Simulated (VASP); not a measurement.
# Li6ZnCl8 in VASP: notebook, part 2 of 2

VASP 6.6.1. Earlier steps stand in the parts before.

## Step 6: Single point, PBE

File INCAR:

```
SYSTEM = Li6ZnCl8
PREC     = Accurate       ! precision mode
ENCUT    = 520            ! plane-wave cutoff, eV
EDIFF    = 1E-7           ! SCF threshold, eV
ISMEAR   = -1             ! smearing method
SIGMA    = 0.0552         ! smearing width, eV
LREAL    = Auto         
LASPH    = .True.         ! aspherical terms in the spheres
NELM     = 100            ! most SCF steps
ALGO     = Normal         ! electronic algorithm
ISIF     = 2              ! what is computed and relaxed
LWAVE    = .False.        ! write WAVECAR
LCHARG   = .False.        ! write CHGCAR
GGA      = PE             ! functional
ISYM     = 0            
NBANDS   = 56             ! bands
```

File KPOINTS:

```
regular mesh
0
Gamma
  1 1 1
  0 0 0
```

File POSCAR:

```
Li6ZnCl8
1.0
    6.7842910000     -0.0457590000      0.3057740000
   -0.0457590000      6.9340140000      0.0689130000
    0.3057740000      0.0689130000      6.9022230000
Zn Cl Li
1 8 6
Direct
   -0.0100939648      0.5399417613      0.9553840068
    0.1465462147      0.1545120335      0.4490183945
    0.8039274329      0.4125211166      0.7322234917
    0.0180616212      0.8714069185      0.9287755497
    0.2395790104      0.6341841760      0.3946997125
    0.5397900714      0.9405672010      0.6998550935
    0.6488550549      0.0800907303      0.2137145818
    0.7384576525      0.5625953064      0.2185705561
    0.2673478160      0.3888825399      0.9251751105
   -0.0411714234      0.8368035510      0.2597840591
    0.2460670843      0.1000575798      0.7781133434
    0.9637814975      0.4094571445      0.4102579352
    0.7712306408      0.0690336573      0.8681438437
    0.4490090188      0.3306112890      0.4581704040
    0.4175090425      0.9164501546      0.4057375806
```

Potentials or basis: VASP PAW PBE potentials, release 64 (Zn, Cl, Li_sv).

Run with:

```sh
$ cat potpaw_PBE.64/Zn/POTCAR potpaw_PBE.64/Cl/POTCAR potpaw_PBE.64/Li_sv/POTCAR > POTCAR
$ mpirun -np 1 vasp_gam > vasp.out
```

OUTCAR:

```text
SYSTEM = Li6ZnCl8
   PREC = Accurate
   ENCUT = 520
   EDIFF = 1E-7
   ISMEAR = -1
   LREAL = Auto
   LASPH = .True.
   NELM = 100
   ISIF = 2
   GGA = PE
   ISYM = 0

 ion  position               nearest neighbor table
   1  0.990  0.540  0.955-   9 2.16   3 2.26   4 2.31   8 2.39
   2  0.147  0.155  0.449-  12 2.20  14 2.38  11 2.45  15 2.49
   3  0.804  0.413  0.732-   1 2.26  12 2.39  13 2.54
   4  0.018  0.871  0.929-  13 2.24  10 2.29   1 2.31  11 2.36
   5  0.240  0.634  0.395-  15 2.29  12 2.41  14 2.61  10 2.61
   6  0.540  0.941  0.700-  13 2.22  15 2.27  11 2.32
   7  0.649  0.080  0.214-  15 2.24  13 2.46
   8  0.738  0.563  0.219-  12 2.36   1 2.39  10 2.44
   9  0.267  0.389  0.925-   1 2.16  11 2.27
  10  0.959  0.837  0.260-   4 2.29   8 2.44   5 2.61
  11  0.246  0.100  0.778-   9 2.27   6 2.32   4 2.36   2 2.45
  12  0.964  0.409  0.410-   2 2.20   8 2.36   3 2.39   5 2.41
  13  0.771  0.069  0.868-   6 2.22   4 2.24   7 2.46   3 2.54
  14  0.449  0.331  0.458-   2 2.38   5 2.61
  15  0.418  0.916  0.406-   7 2.24   6 2.27   5 2.29   2 2.49

IMPORTANT INFORMATION: All symmetrisations will be switched off!
NOSYMM: (Re-)initialisation of all symmetry stuff for point group C_1.

----------------------------------------------------------------------------------------

                                     Primitive cell

  volume of cell :     324.0000

  direct lattice vectors                    reciprocal lattice vectors
     6.784291000 -0.045759000  0.305774000     0.147701732  0.001039848 -0.006553687
    -0.045759000  6.934014000  0.068913000     0.001039848  0.144238243 -0.001486166
     0.305774000  0.068913000  6.902223000    -0.006553687 -0.001486166  0.145186031

  length of vectors
     6.791332417  6.934507411  6.909336371     0.147850714  0.144249648  0.145341471

  position of ions in fractional coordinates (direct lattice)
     0.989906035  0.539941761  0.955384007
     0.146546215  0.154512033  0.449018395
     0.803927433  0.412521117  0.732223492
     0.018061621  0.871406918  0.928775550
     0.239579010  0.634184176  0.394699712
     0.539790071  0.940567201  0.699855093
     0.648855055  0.080090730  0.213714582
     0.738457653  0.562595306  0.218570556
     0.267347816  0.388882540  0.925175110
     0.958828577  0.836803551  0.259784059
     0.246067084  0.100057580  0.778113343
     0.963781498  0.409457145  0.410257935
     0.771230641  0.069033657  0.868143844
     0.449009019  0.330611289  0.458170404
     0.417509043  0.916450155  0.405737581

  ion indices of the primitive-cell ions
   primitive index   ion index
                 1           1
                 2           2
                 3           3
                 4           4
                 5           5
                 6           6
                 7           7
                 8           8
                 9           9
                10          10
                11          11
                12          12
                13          13
                14          14
                15          15

----------------------------------------------------------------------------------------

 KPOINTS: regular mesh

Automatic generation of k-mesh.
 Grid dimensions read from file:
 generate k-points for:    1    1    1

 Generating k-lattice:

  Cartesian coordinates                     Fractional coordinates (reciprocal lattice)
     0.147701732  0.001039848 -0.006553687     1.000000000  0.000000000 -0.000000000
     0.001039848  0.144238243 -0.001486166    -0.000000000  1.000000000  0.000000000
    -0.006553687 -0.001486166  0.145186031    -0.000000000  0.000000000  1.000000000

  Length of vectors
     0.147850714  0.144249648  0.145341471

  Shift w.r.t. Gamma in fractional coordinates (k-lattice)
     0.000000000  0.000000000  0.000000000

 Subroutine IBZKPT returns following result:
 ===========================================

 Found      1 irreducible k-points:

 Following reciprocal coordinates:
            Coordinates               Weight
  0.000000  0.000000  0.000000      1.000000
   k-points           NKPTS =      1   k-points in BZ     NKDIM =      1   number of bands    NBANDS=     56
   number of dos      NEDOS =    301   number of ions     NIONS =     15
   total plane-waves  NPLWV = 157464
   dimension x,y,z NGX =    54 NGY =   54 NGZ =   54
   dimension x,y,z NGXF=   108 NGYF=  108 NGZF=  108
   ions per type =               1   8   6
   NGX,Y,Z   is equivalent  to a cutoff of  13.22, 12.95, 12.99 a.u.
   NGXF,Y,Z  is equivalent  to a cutoff of  26.44, 25.89, 25.99 a.u.
 SYSTEM =  Li6ZnCl8
   PREC   = accura    normal or accurate (medium, high low for compatibility)
   ISTART =      0    job   : 0-new  1-cont  2-samecut
   ICHARG =      2    charge: 1-file 2-atom 10-const
   ISPIN  =      1    spin polarized calculation?
   LNONCOLLINEAR =      F non collinear calculations
   LSORBIT =      F    spin-orbit coupling
   LASPH  =      T    aspherical Exc in radial PAW
   ENCUT  =  520.0 eV  38.22 Ry    6.18 a.u.  12.63 12.89 12.85*2*pi/ulx,y,z
   NELM   =    100;   NELMIN=  2; NELMDL= -5     # of ELM steps
   EDIFF  = 0.1E-06   stopping-criterion for ELM
   LREAL  =      T    real-space projection
   EDIFFG = 0.1E-05   stopping-criterion for IOM
   NSW    =      0    number of steps for IOM
   IBRION =     -1    ionic relax: 0-MD 1-quasi-New 2-CG
   NFREE  =      0    steps in history (QN), initial steepest desc. (CG)
   ISIF   =      2    stress and relaxation
   ISYM   =      0    0-nonsym 1-usesym 2-fastsym
   POTIM  = 0.5000    time-step for ionic-motion
   TEBEG  =    0.0;   TEEND  =   0.0 temperature during run
   PSTRESS=    0.0 pullay stress
   NELECT =      86.0000    total number of electrons
   NUPDOWN=      -1.0000    fix difference up-down
   EMIN   =  10.00;   EMAX   =-10.00  energy-range for DOS
   EFERMI =   0.00;   METHOD = LEGACY
   ISMEAR =    -1;   SIGMA  =   0.06  broadening in eV -4-tet -1-fermi 0-gaus
   EFERMI_NEDOS =   21; number of points for ismear=-14 and -15
   IALGO  =     38    algorithm
   IMIX   =      4    mixing-type and parameters
     AMIX     =   0.40;   BMIX     =  1.00
     AMIX_MAG =   1.60;   BMIX_MAG =  1.00
  volume/ion in A,a.u.               =      21.60       145.76
  Fermi-wavevector in a.u.,A,eV,Ry     =   1.052106  1.988191 15.060644  1.106926
  Thomas-Fermi vector in A             =   2.187175
   LORBIT       =      0    0 simple, 1 ext, 2 COOP (PROOUT), +10 PAW based schemes
   GGA     = PE    functional components
   LHFCALC =     F    Hartree Fock is set to
   AEXX    =    0.0000 exact exchange contribution
   IVDW    =     0    specifies the selected vdW correction
   LEPSILON=     F    determine dielectric tensor
   LRPA    =     F    only Hartree local field effects (RPA)
 non-spin polarized calculation
  energy-cutoff  :      520.00
  volume of cell :      324.00
 maximum number of plane-waves:      4352
 NGX is ok and might be reduce to    50
   NGX = 25   NGY = 25   NGZ = 25

 number of electron      86.0000003 magnetization

 Free energy of the ion-electron system (eV)
  ---------------------------------------------------
  ext. energy  EPLUGINS =         0.00000000
  ---------------------------------------------------
  free energy    TOTEN  =       -50.22398349 eV

  energy without entropy =      -50.22398349  energy(sigma->0) =      -50.22398349

 E-fermi :   0.7403     XC(G=0):  -7.7785

 val. band max:       -0.5983997994   @ k =   0.0000   0.0000   0.0000
 cond. band min:       3.7432519513   @ k =   0.0000   0.0000   0.0000
 fundamental gap:      4.3416517507
 Fermi energy:         0.7403113160

 k-point     1 :       0.0000    0.0000    0.0000
  band No.  band energies     occupation
      1     -45.3344      2.00000
      2     -44.9280      2.00000
      3     -44.3376      2.00000
      4     -44.2085      2.00000
      5     -44.1931      2.00000
      6     -43.7868      2.00000
[... 47 lines left out ...]
     54       7.9171      0.00000
     55       8.0176      0.00000
 [bands above 55 left out]

------------------------ aborting loop because EDIFF is reached ----------------------------------------

  FORCE on cell =-STRESS in cart. coord.  units (eV):
  Direction    XX          YY          ZZ          XY          YZ          ZX
  --------------------------------------------------------------------------------------
  -------------------------------------------------------------------------------------
  Total        2.4847897      6.3742874      3.4891071      0.8638821      0.2573945     -0.3841189
  in kB       12.2872643     31.5207980     17.2536058      4.2718898      1.2728136     -1.8994648
  external PRESSURE =      20.3538893 kB  Pullay stress =       0.0000000 kB

 VOLUME and BASIS-vectors are now :
 -----------------------------------------------------------------------------
  energy-cutoff  :      520.00
  volume of cell :      324.00
      direct lattice vectors                 reciprocal lattice vectors
     6.784291000 -0.045759000  0.305774000     0.147701732  0.001039848 -0.006553687
    -0.045759000  6.934014000  0.068913000     0.001039848  0.144238243 -0.001486166
     0.305774000  0.068913000  6.902223000    -0.006553687 -0.001486166  0.145186031

 POSITION                                       TOTAL-FORCE (eV/Angst)
 -----------------------------------------------------------------------------------
      6.98323      3.76450      6.93417        -0.736294     -0.005771     -0.017797
      1.12444      1.09563      3.15468         0.170839     -0.830957      0.274734
      5.65910      2.87410      5.32822        -0.334124     -0.420128     -0.409042
      0.36666      6.10553      6.47619         0.519738      0.081664     -0.189173
      1.71704      4.41368      2.84127        -0.139450      0.197757     -0.057587
      3.83305      6.54543      5.06043        -0.362601     -0.025525     -0.038102
      4.46371      0.54039      1.67903         0.072091      0.291552     -0.069501
      5.05100      3.88231      1.77319         0.784612      0.144804     -0.110820
      2.07887      2.74804      6.49431         0.673338     -0.200634      0.302109
      6.54612      5.77643      2.14394        -0.205112      0.223482      0.449411
      1.90274      0.73616      5.45285         0.089594     -0.238256     -0.008367
      6.64528      2.82335      3.15461        -0.083124      0.346058      0.180905
      5.49455      0.50322      6.23270        -0.489709      0.420261      0.222832
      3.17118      2.30349      3.32247         0.092898      0.257658     -0.427665
      2.91463      6.36353      2.99131        -0.052697     -0.241964     -0.101935
 -----------------------------------------------------------------------------------
    total drift:                               -0.002277      0.002667     -0.002732

  FREE ENERGIE OF THE ION-ELECTRON SYSTEM (eV)
  ---------------------------------------------------
  free  energy   TOTEN  =       -50.2239834863 eV

  energy  without entropy=      -50.2239834862  energy(sigma->0) =      -50.22398349
```

It took 33 s on 1 thread of AMD EPYC 7R43 (Zen 3), shared host; peak memory 0.33 GiB.

Results:

```yaml
Free_energy: -50.2240 eV
Largest_force: 0.892 eV/Å
```

Forces in eV/Å, atoms in the order of the input:
```
Zn  -0.736 -0.006 -0.018
Cl   0.171 -0.831  0.275
Cl  -0.334 -0.420 -0.409
Cl   0.520  0.082 -0.189
Cl  -0.139  0.198 -0.058
Cl  -0.363 -0.026 -0.038
Cl   0.072  0.292 -0.070
Cl   0.785  0.145 -0.111
Cl   0.673 -0.201  0.302
Li  -0.205  0.223  0.449
Li   0.090 -0.238 -0.008
Li  -0.083  0.346  0.181
Li  -0.490  0.420  0.223
Li   0.093  0.258 -0.428
Li  -0.053 -0.242 -0.102
```

Caveat: the k points lie up to 0.93 Å⁻¹ apart; the cutoff is under 1.25 times the usual one of these potentials, so pressure, stress and relaxed cells hold a basis-set (Pulay) error; the atoms stand as in a frame of molecular dynamics.

## Step 7: Overview

| cell | smearing | largest force (eV/Å) |
| --- | --- | --- |
| as given, atomic positions A | fermi-dirac 0.1379 eV | 2.54 |
| as given, atomic positions B | fermi-dirac 0.0991 eV | 2.29 |
| as given, atomic positions C | fermi-dirac 0.0991 eV | 1.68 |
| as given, atomic positions D | fermi-dirac 0.0991 eV | 1.89 |
| as given, atomic positions E | fermi-dirac 0.0552 eV | 0.89 |

Alike in all rows: task single point; level PBE; potentials or basis VASP PAW PBE potentials, release 64 (Zn, Cl, Li_sv); no spin polarisation; k mesh 1 × 1 × 1; cutoff (eV) 520.

Caveats: all runs use coarse meshes; the cutoff is under 1.25 times the usual one of these potentials, so pressure, stress and relaxed cells hold a basis-set (Pulay) error; the atoms stand as in a frame of molecular dynamics.

Total energies depend on the potentials used, so only differences within one code and one set of settings carry meaning.
